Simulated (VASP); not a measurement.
Crystal: W.

```xyz
1
Lattice="0.0000 2.0468 2.0468 2.0468 0.0000 2.0468 2.0468 2.0468 0.0000" Properties=species:S:1:pos:R:3 pbc="T T T"
W     0.0000    0.0000    0.0000
```

This cell differs from its parent crystal: volume scaled by 1.025.

Base run:

* Program: VASP 6.6.1
* Functional: PBE
* Potentials or basis: VASP PAW PBE potentials, release 64 (W_sv)
* Cutoff: 520 eV
* k mesh: 14 × 14 × 14
* Occupations: fermi-dirac, width 0.05 eV
* Spin: no spin polarisation

Its results: band gap on the k mesh zero (band 7 reaches 12.71 eV, above the bottom of band 8 at 9.39 eV); pressure -10.5 GPa.

Problem. The run is repeated on the same cell with these changes: functional from PBE to RPBE. What comes out?

Solution. Band gap on the k mesh zero (band 7 reaches 12.77 eV, above the bottom of band 8 at 9.48 eV); pressure -7.1 GPa.

RPBE binds less tightly than PBE, so the same cell stands under more pressure.

Caveats: spin-orbit coupling is left out, which moves the levels of the heavy elements; the PAW data sets were made with another functional, which shifts forces and pressure a little (some runs).
